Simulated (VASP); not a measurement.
# NaCl (I4/mmm) in VASP: further runs, part 2 of 2

VASP 6.6.1.

**3. Single point, PBE (strain -0.0100 x Voigt [0, 1, 0, 0, 0, 0])**

INCAR reads:

```
PREC     = Accurate       # precision mode
ENCUT    = 520            # plane-wave cutoff, eV
EDIFF    = 1E-7           # SCF threshold, eV
ISMEAR   = 0              # smearing method
SIGMA    = 0.05           # smearing width, eV
LREAL    = F              # projectors in reciprocal space
LASPH    = T              # aspherical terms in the spheres
NELM     = 100            # most SCF steps
ALGO     = Normal         # electronic algorithm
ISIF     = 2              # what is computed and relaxed
LWAVE    = F              # write WAVECAR
LCHARG   = F              # write CHGCAR
GGA      = PE             # functional
NBANDS   = 14             # bands
```

KPOINTS reads:

```
Automatic mesh
0
Gamma
  8 8 8
```

POSCAR reads:

```
NaCl
1.0
    0.0000000000      2.8034325000      2.8317500000
    2.8317500000      0.0000000000      2.8317500000
    2.8317500000      2.8034325000      0.0000000000
Na Cl
1 1
Direct
    0.0000000000      0.0000000000      0.0000000000
    0.5000000000      0.5000000000      0.5000000000
```

Potentials or basis: VASP PAW PBE potentials, release 64 (Na_pv, Cl).

The run is started by

```
$ cat potpaw_PBE.64/Na_pv/POTCAR potpaw_PBE.64/Cl/POTCAR > POTCAR
$ mpirun -np 1 vasp_std > vasp.out
```

Run time: 65 s. Hardware: 1 thread of AMD EPYC 7R13, shared host; peak memory 0.15 GiB.

Results (log left out):

```
Free energy            : -6.7748 eV
Pressure               : 0.7 GPa
Band gap on the k mesh : 5.10 eV, direct
```

Stress tensor (GPa, compression positive):
```
0.52 0.00 0.00
0.00 0.94 0.00
0.00 0.00 0.52
```

Levels at points of the mesh, in eV from the valence-band top:
| k point | band 5 | band 6 | band 7 | band 8 | band 9 | band 10 |
| --- | --- | --- | --- | --- | --- | --- |
| (0.00, 0.00, 0.00) | -0.01 | 0.00 | 0.00 | 5.10 | 11.09 | 11.09 |
| (0.50, 0.00, 0.00) | -1.92 | -0.27 | -0.26 | 7.27 | 10.60 | 10.91 |
| (0.50, 0.50, 0.00) | -1.66 | -0.60 | -0.57 | 7.53 | 8.09 | 11.27 |
| (0.50, 0.00, 0.50) | -1.65 | -0.61 | -0.61 | 7.53 | 8.05 | 11.36 |

Caveat: the cell differs from its parent crystal (strain -0.0100 x Voigt [0, 1, 0, 0, 0, 0]).

**4. Single point, PBE (strain -0.0150 x Voigt [0, 1, 0, 0, 0, 0])**

INCAR reads:

```
PREC = Accurate ; ENCUT = 520
EDIFF = 1E-7 ; ISMEAR = 0
SIGMA = 0.05 ; LREAL = False
LASPH = True ; NELM = 80
ALGO = Normal ; ISIF = 2
LWAVE = False ; LCHARG = False
GGA = PE ; NBANDS = 14
```

KPOINTS is that of step 3.

POSCAR reads:

```
NaCl
1.0
    0.0000000000      2.7892737500      2.8317500000
    2.8317500000      0.0000000000      2.8317500000
    2.8317500000      2.7892737500      0.0000000000
Na Cl
1 1
Direct
    0.0000000000      0.0000000000      0.0000000000
    0.5000000000      0.5000000000      0.5000000000
```

The run is started by

```
$ cat potpaw_PBE.64/Na_pv/POTCAR potpaw_PBE.64/Cl/POTCAR > POTCAR
$ mpirun -np 1 vasp_std > vasp.out
```

Wall time 74 s (1 thread of AMD EPYC 7R13, shared host); peak memory 0.15 GiB.

Results (log left out):

- Free energy: -6.7732 eV
- Pressure: 0.8 GPa
- Band gap on the k mesh: 5.11 eV, direct

Stress tensor (GPa, compression positive):
```
0.58 0.00 0.00
0.00 1.25 0.00
0.00 0.00 0.58
```

Levels at points of the mesh, in eV from the valence-band top:
| k point | band 3 | band 4 | band 5 | band 6 | band 7 | band 8 | band 9 | band 10 | band 11 | band 12 |
| --- | --- | --- | --- | --- | --- | --- | --- | --- | --- | --- |
| (0.00, 0.00, 0.00) | -20.81 | -12.67 | -0.01 | 0.00 | 0.00 | 5.11 | 11.08 | 11.08 | 11.20 | 13.19 |
| (0.50, 0.00, 0.00) | -20.82 | -12.33 | -1.94 | -0.28 | -0.26 | 7.27 | 10.64 | 10.90 | 11.05 | 15.00 |
| (0.50, 0.50, 0.00) | -20.82 | -12.29 | -1.67 | -0.61 | -0.57 | 7.54 | 8.09 | 11.29 | 14.73 | 14.94 |
| (0.50, 0.00, 0.50) | -20.83 | -12.27 | -1.66 | -0.62 | -0.62 | 7.54 | 8.04 | 11.43 | 14.73 | 14.73 |

Caveat: the cell differs from its parent crystal (strain -0.0150 x Voigt [0, 1, 0, 0, 0, 0]). A k mesh can miss the band edges.

**5. Single point, PBE (strain -0.0050 x Voigt [0, 1, 0, 0, 0, 0])**

INCAR reads:

```
SYSTEM = NaCl
PREC = Accurate ; ENCUT = 520
EDIFF = 1E-7 ; ISMEAR = 0
SIGMA = 0.05 ; LREAL = .FALSE.
LASPH = .TRUE. ; NELM = 80
ALGO = Normal ; ISIF = 2
LWAVE = .FALSE. ; LCHARG = .FALSE.
GGA = PE ; NBANDS = 14
```

KPOINTS reads:

```
Automatic mesh
0
G
  8 8 8
  0 0 0
```

POSCAR reads:

```
NaCl
1.0
    0.0000000000      2.8175912500      2.8317500000
    2.8317500000      0.0000000000      2.8317500000
    2.8317500000      2.8175912500      0.0000000000
Na Cl
1 1
Direct
    0.0000000000      0.0000000000      0.0000000000
    0.5000000000      0.5000000000      0.5000000000
```

Potentials or basis: VASP PAW PBE potentials, release 64 (Na_pv, Cl).

The run is started by

```
$ cat potpaw_PBE.64/Na_pv/POTCAR potpaw_PBE.64/Cl/POTCAR > POTCAR
$ mpirun -np 1 vasp_std > vasp.out
```

OUTCAR:

```text
SYSTEM = NaCl
   PREC = Accurate
   ENCUT = 520
   EDIFF = 1E-7
   ISMEAR = 0
   LREAL = .FALSE.
   LASPH = .TRUE.
   NELM = 80
   ISIF = 2
   GGA = PE

 ion  position               nearest neighbor table
   1  0.000  0.000  0.000-
   2  0.500  0.500  0.500-

  LATTYP: Found a body centered tetragonal cell.
 ALAT       =     4.0046992553
 C/A-ratio  =     1.4071424946

  Lattice vectors:

 A1 = (   0.0000000000,  -2.8175912500,   2.8317500000)
 A2 = (   0.0000000000,  -2.8175912500,  -2.8317500000)
 A3 = (   2.8317500000,   2.8175912500,   0.0000000000)

Analysis of symmetry for initial positions (statically):
=====================================================================
 Subroutine PRICEL returns:
 Original cell was already a primitive cell.

 Routine SETGRP: Setting up the symmetry group for a
 body centered tetragonal supercell.

 Subroutine GETGRP returns: Found 16 space group operations
 (whereof 16 operations were pure point group operations)
 out of a pool of 16 trial point group operations.

The static configuration has the point symmetry D_4h.

Analysis of symmetry for dynamics (positions and initial velocities):
[... 174 lines left out ...]
      6      -0.7733      2.00000
      7      -0.7733      2.00000
      8       4.3042      0.00000
      9      10.3259      0.00000
     10      10.3259      0.00000
     11      10.3632      0.00000
     12      12.4586      0.00000
     13      12.5194      0.00000
     14      14.0843      0.00000
[... 377 lines left out ...]
      1     -21.6273      2.00000
      2     -21.6105      2.00000
      3     -21.6097      2.00000
      4     -13.1525      2.00000
      5      -2.2539      2.00000
      6      -1.0974      2.00000
      7      -1.0637      2.00000
      8       6.6005      0.00000
      9       8.9455      0.00000
     10       9.8804      0.00000
     11      10.7432      0.00000
     12      12.7302      0.00000
     13      14.1184      0.00000
     14      15.4365      0.00000

 [... further k-points ...]

------------------------ aborting loop because EDIFF is reached ----------------------------------------

  FORCE on cell =-STRESS in cart. coord.  units (eV):
  Direction    XX          YY          ZZ          XY          YZ          ZX
  --------------------------------------------------------------------------------------
  -------------------------------------------------------------------------------------
  Total        0.1275930      0.1853357      0.1275930     -0.0000000     -0.0000000      0.0000000
  in kB        4.5239699      6.5713076      4.5239699     -0.0000000     -0.0000000      0.0000000
  external PRESSURE =       5.2064158 kB  Pullay stress =       0.0000000 kB

 VOLUME and BASIS-vectors are now :
 -----------------------------------------------------------------------------
  energy-cutoff  :      520.00
  volume of cell :       45.19
      direct lattice vectors                 reciprocal lattice vectors
     0.000000000  2.817591250  2.831750000    -0.176569259  0.177456542  0.176569259
     2.831750000  0.000000000  2.831750000     0.176569259 -0.177456542  0.176569259
     2.831750000  2.817591250  0.000000000     0.176569259  0.177456542 -0.176569259

 POSITION                                       TOTAL-FORCE (eV/Angst)
 -----------------------------------------------------------------------------------
      0.00000      0.00000      0.00000         0.000000      0.000000      0.000000
      2.83175      2.81759      2.83175         0.000000      0.000000      0.000000
 -----------------------------------------------------------------------------------
    total drift:                               -0.000000      0.000000      0.000000

  FREE ENERGIE OF THE ION-ELECTRON SYSTEM (eV)
  ---------------------------------------------------
  free  energy   TOTEN  =        -6.7759938813 eV

  energy  without entropy=       -6.7759938813  energy(sigma->0) =       -6.77599388
```

Wall time 68 s (1 thread of AMD EPYC 7R13, shared host); peak memory 0.15 GiB.

Results:

```
Free energy            : -6.7760 eV
Pressure               : 0.5 GPa
Band gap on the k mesh : 5.08 eV, direct
```

Stress tensor (GPa, compression positive):
```
0.45 0.00 0.00
0.00 0.66 0.00
0.00 0.00 0.45
```

Levels at points of the mesh, in eV from the valence-band top:
```csv
k point,band 3,band 4,band 5,band 6,band 7,band 8,band 9,band 10,band 11,band 12
"(0.00, 0.00, 0.00)",-20.83,-12.64,0.00,0.00,0.00,5.08,11.10,11.10,11.14,13.23
"(0.50, 0.00, 0.00)",-20.84,-12.31,-1.90,-0.26,-0.26,7.26,10.56,10.93,10.98,14.94
"(0.50, 0.50, 0.00)",-20.84,-12.27,-1.64,-0.59,-0.58,7.51,8.09,11.25,14.69,14.75
"(0.50, 0.00, 0.50)",-20.84,-12.26,-1.64,-0.60,-0.60,7.51,8.07,11.30,14.69,14.69
```

Caveat: the cell differs from its parent crystal (strain -0.0050 x Voigt [0, 1, 0, 0, 0, 0]).

**6. The runs side by side**

| cell | gap on the mesh (eV) | pressure (GPa) |
| --- | --- | --- |
| a = 3.965, b = 4.005 Å, angles 59.7, 60.7, 59.7°, 2 atoms | 5.13 | 1.0 |
| a = 3.985, b = 4.005 Å, angles 59.8, 60.3, 59.8°, 2 atoms | 5.10 | 0.7 |
| a = 3.975, b = 4.005 Å, angles 59.8, 60.5, 59.8°, 2 atoms | 5.11 | 0.8 |
| a = 3.995, b = 4.005 Å, angles 59.9, 60.2, 59.9°, 2 atoms | 5.08 | 0.5 |

Alike in all rows: task single point; level PBE; potentials or basis VASP PAW PBE potentials, release 64 (Na_pv, Cl); no spin polarisation; k mesh 8 × 8 × 8; cutoff (eV) 520; smearing gaussian 0.05 eV.

Absolute energies hang on the potentials; compare differences alone.
